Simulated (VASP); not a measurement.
# Sr4Ca12B (a cell with a defect) in VASP: further runs, part 2 of 2

VASP 6.6.1. Earlier steps stand in the parts before.

**3. Relaxation of the atoms, PBE**

INCAR reads:

```
PREC = Accurate ; ENCUT = 520
EDIFF = 1E-6 ; ISMEAR = -1
SIGMA = 0.05 ; LREAL = Auto
LASPH = T ; NELM = 60
ALGO = Normal ; ISIF = 2
LWAVE = F ; LCHARG = F
GGA = PE ; IBRION = 2
NSW = 45 ; EDIFFG = -0.08
```

KPOINTS reads:

```
regular mesh
0
Gamma
  1 1 1
```

POSCAR reads:

```
Sr4Ca12B
1.0
    9.0357520000      0.0000000000      0.0000000000
    0.0000000000      9.0357520000      0.0000000000
    0.0000000000      0.0000000000      9.0357520000
Sr Ca B
4 12 1
Direct
    0.0000000000      0.0000000000      0.0000000000
    0.5000000000      0.5000000000      0.0000000000
    0.5000000000      0.0000000000      0.5000000000
    0.0000000000      0.5000000000      0.5000000000
    0.2500000000      0.2500000000      0.2500000000
    0.7500000000      0.7500000000      0.7500000000
    0.5000000000      0.5000000000      0.5000000000
    0.7500000000      0.7500000000      0.2500000000
    0.2500000000      0.2500000000      0.7500000000
    0.0000000000      0.0000000000      0.5000000000
    0.7500000000      0.2500000000      0.7500000000
    0.2500000000      0.7500000000      0.2500000000
    0.0000000000      0.5000000000      0.0000000000
    0.2500000000      0.7500000000      0.7500000000
    0.7500000000      0.2500000000      0.2500000000
    0.5000000000      0.0000000000      0.0000000000
    0.3726872000      0.7488898000      0.5011021000
```

Potentials or basis: VASP PAW PBE potentials, release 64 (Sr_sv, Ca_sv, B).

Launch:

```sh
> cat potpaw_PBE.64/Sr_sv/POTCAR potpaw_PBE.64/Ca_sv/POTCAR potpaw_PBE.64/B/POTCAR > POTCAR
> mpirun -np 1 vasp_gam > vasp.out
```

OUTCAR:

```text
PREC = Accurate
   ENCUT = 520
   EDIFF = 1E-6
   ISMEAR = -1
   LREAL = Auto
   LASPH = T
   NELM = 60
   ISIF = 2
   GGA = PE
   IBRION = 2
   NSW = 45
   EDIFFG = -0.08

 ion  position               nearest neighbor table
   1  0.000  0.000  0.000-   5 3.91   6 3.91   8 3.91   9 3.91  11 3.91  12 3.91  14 3.91  15 3.91

   2  0.500  0.500  0.000-   5 3.91   6 3.91   8 3.91   9 3.91  11 3.91  12 3.91  14 3.91  15 3.91

   3  0.500  0.000  0.500-  17 2.54   6 3.91   8 3.91   9 3.91  11 3.91  12 3.91  14 3.91  15 3.91
                             5 3.91
   4  0.000  0.500  0.500-   5 3.91   6 3.91   8 3.91   9 3.91  11 3.91  12 3.91  14 3.91  15 3.91

   5  0.250  0.250  0.250-   1 3.91   2 3.91   3 3.91   4 3.91
   6  0.750  0.750  0.750-   1 3.91   2 3.91   3 3.91   4 3.91
   7  0.500  0.500  0.500-  17 2.53
   8  0.750  0.750  0.250-   1 3.91   2 3.91   3 3.91   4 3.91
   9  0.250  0.250  0.750-   1 3.91   2 3.91   3 3.91   4 3.91
  10  0.000  0.000  0.500-
  11  0.750  0.250  0.750-   1 3.91   2 3.91   3 3.91   4 3.91
  12  0.250  0.750  0.250-  17 2.53   2 3.91   3 3.91   4 3.91   1 3.91
  13  0.000  0.500  0.000-
  14  0.250  0.750  0.750-  17 2.51   2 3.91   3 3.91   4 3.91   1 3.91
  15  0.750  0.250  0.250-   1 3.91   2 3.91   3 3.91   4 3.91
  16  0.500  0.000  0.000-
  17  0.373  0.749  0.501-  14 2.51  12 2.53   7 2.53   3 2.54

  LATTYP: Found a simple cubic cell.
 ALAT       =     9.0357520000

  Lattice vectors:

 A1 = (   9.0357520000,   0.0000000000,   0.0000000000)
[... 335 lines left out ...]
[... ionic steps 4 to 16 ...]

--------------------------------------- Ionic step       17  -------------------------------------------

 number of electron     163.0000007 magnetization

------------------------ aborting loop because EDIFF is reached ----------------------------------------
[... 97 lines left out ...]
--------------------------------------- Ionic step       19  -------------------------------------------

 number of electron     163.0000001 magnetization

 Free energy of the ion-electron system (eV)
  ---------------------------------------------------
  ext. energy  EPLUGINS =         0.00000000
  ---------------------------------------------------
  free energy    TOTEN  =       -34.75489536 eV

  energy without entropy =      -34.48895686  energy(sigma->0) =      -34.62192611

 E-fermi :   1.7744     XC(G=0):  -7.6400

 val. band max:        1.6750310248   @ k =   0.0000   0.0000   0.0000
 cond. band min:       1.8136788108   @ k =   0.0000   0.0000   0.0000
 fundamental gap:      0.1386477860
 Fermi energy:         1.7743635896

 k-point     1 :       0.0000    0.0000    0.0000
  band No.  band energies     occupation
      1     -40.4644      2.00000
      2     -40.4626      2.00000
      3     -40.4413      2.00000
      4     -40.4402      2.00000
      5     -40.4357      2.00000
      6     -40.4346      2.00000
[... 85 lines left out ...]
     92       2.5876      0.00000
     93       2.6743      0.00000
 [bands above 93 left out]

------------------------ aborting loop because EDIFF is reached ----------------------------------------

  FORCE on cell =-STRESS in cart. coord.  units (eV):
  Direction    XX          YY          ZZ          XY          YZ          ZX
  --------------------------------------------------------------------------------------
  -------------------------------------------------------------------------------------
  Total       -1.6767811     -2.2472790     -3.2720000     -1.8225362     -0.0022779      0.0049142
  in kB       -3.6416151     -4.8806164     -7.1060943     -3.9581646     -0.0049472      0.0106726
  external PRESSURE =      -5.2094419 kB  Pullay stress =       0.0000000 kB
[... 32 lines left out ...]
  FREE ENERGIE OF THE ION-ELECTRON SYSTEM (eV)
  ---------------------------------------------------
  free  energy   TOTEN  =       -34.7548953614 eV

  energy  without entropy=      -34.4889568649  energy(sigma->0) =      -34.62192611

 reached required accuracy - stopping structural energy minimisation
```

CONTCAR:

```text
Sr4Ca12B
   1.00000000000000
     9.0357520000000005    0.0000000000000000    0.0000000000000000
     0.0000000000000000    9.0357520000000005    0.0000000000000000
     0.0000000000000000    0.0000000000000000    9.0357520000000005
  Sr              Ca              B
     4    12     1
Direct
     0.9785840237269651    0.9882979951760874    0.0000888691417922
     0.5146751902521099    0.4846462501189578    0.0001183225365102
     0.4776578677226068    0.0002811741027001    0.5000466793108601
     0.0475109547093545    0.5376178994285193    0.5000461700269137
     0.2328606052783517    0.2502560490844935    0.2343070363096360
     0.7300365934288181    0.7472150309359893    0.7323674987598375
[... 9 lines left out ...]
     0.5132501207637874    0.0175984329569580    0.0000827989344615
     0.3379997229344891    0.7105737718111942    0.4999447703841783

  0.00000000E+00  0.00000000E+00  0.00000000E+00
  0.00000000E+00  0.00000000E+00  0.00000000E+00
  0.00000000E+00  0.00000000E+00  0.00000000E+00
  0.00000000E+00  0.00000000E+00  0.00000000E+00
  0.00000000E+00  0.00000000E+00  0.00000000E+00
  0.00000000E+00  0.00000000E+00  0.00000000E+00
[... 9 lines left out ...]
  0.00000000E+00  0.00000000E+00  0.00000000E+00
  0.00000000E+00  0.00000000E+00  0.00000000E+00
```

Wall time 25 min (1 thread of Intel Xeon Platinum 8375C at 2.90GHz (Ice Lake), shared host); peak memory 0.78 GiB.

Results:

```
Free energy                  : -34.7549 eV
Energy gained by relaxing    : 18.3 meV/atom
Ionic steps                  : 19
Pressure after relaxing      : -0.5 GPa
Largest force after relaxing : 0.054 eV/Å
Band gap on the k mesh       : zero (an odd number of electrons rules out a gap without spin polarisation)
```

Forces in eV/Å, atoms in the order of the input:
```
Sr  -0.023  0.040  0.000
Sr  -0.006 -0.009 -0.001
Sr   0.005  0.022  0.000
Sr  -0.043  0.002  0.000
Ca   0.029 -0.004 -0.002
Ca   0.014  0.001  0.007
Ca   0.012  0.039 -0.001
Ca   0.016  0.000 -0.007
Ca   0.029 -0.003  0.002
Ca   0.043 -0.033  0.000
Ca  -0.014 -0.003  0.007
Ca  -0.012 -0.021  0.017
Ca   0.003 -0.044  0.000
Ca  -0.013 -0.021 -0.016
Ca  -0.014 -0.002 -0.008
Ca   0.007 -0.003  0.000
B   -0.034  0.039  0.001
```

The path:
| step | energy change (eV) | largest force (eV/Å) | pressure (GPa) |
| --- | --- | --- | --- |
| 1 | 0.0000 | 0.7598 | -0.43 |
| 2 | -0.0504 | 0.3949 | -0.47 |
| 3 | -0.0847 | 0.3292 | -0.52 |
| 4 | -0.1017 | 0.1825 | -0.55 |
| 5 | -0.1234 | 0.1932 | -0.60 |
| 6 | -0.1410 | 0.1572 | -0.61 |
| 7 | -0.1772 | 0.1308 | -0.63 |
| 8 | -0.1696 | 0.4580 | -0.64 |
| 9 | -0.1876 | 0.2365 | -0.64 |
| 10 | -0.2042 | 0.1876 | -0.64 |
| 11 | -0.2360 | 0.1789 | -0.62 |
| 12 | -0.1955 | 0.5217 | -0.52 |
| 13 | -0.2404 | 0.2436 | -0.61 |
| 14 | -0.2669 | 0.1787 | -0.60 |
| 15 | -0.2817 | 0.2324 | -0.56 |
| 16 | -0.2828 | 0.1712 | -0.57 |
| 17 | -0.2955 | 0.1113 | -0.56 |
| 18 | -0.3042 | 0.2263 | -0.53 |
| 19 | -0.3115 | 0.0540 | -0.52 |

Final structure:
```yaml
crystal:
  lattice:
    - [9.03575, 0.00000, 0.00000]
    - [0.00000, 9.03575, 0.00000]
    - [0.00000, 0.00000, 9.03575]
  atoms:
    - { symbol: Sr, position: [0.97858, 0.98830, 0.00009] }
    - { symbol: Sr, position: [0.51468, 0.48465, 0.00012] }
    - { symbol: Sr, position: [0.47766, 0.00028, 0.50005] }
    - { symbol: Sr, position: [0.04751, 0.53762, 0.50005] }
    - { symbol: Ca, position: [0.23286, 0.25026, 0.23431] }
    - { symbol: Ca, position: [0.73004, 0.74722, 0.73237] }
    - { symbol: Ca, position: [0.49455, 0.47737, 0.50015] }
    - { symbol: Ca, position: [0.72985, 0.74720, 0.26784] }
    - { symbol: Ca, position: [0.23285, 0.25019, 0.76585] }
    - { symbol: Ca, position: [0.01543, 0.98596, 0.50003] }
    - { symbol: Ca, position: [0.77353, 0.25363, 0.72032] }
    - { symbol: Ca, position: [0.26538, 0.76095, 0.22608] }
    - { symbol: Ca, position: [0.98953, 0.52257, 0.00005] }
    - { symbol: Ca, position: [0.26545, 0.76092, 0.77389] }
    - { symbol: Ca, position: [0.77353, 0.25363, 0.27988] }
    - { symbol: Ca, position: [0.51325, 0.01760, 0.00008] }
    - { symbol: B, position: [0.33800, 0.71057, 0.49994] }
```

Caveat: the k points lie up to 0.70 Å⁻¹ apart, too coarse for converged energies and pressures of a metal; the relaxation stopped at a loose force limit of 0.08 eV/Å, so its end isn't a converged minimum.
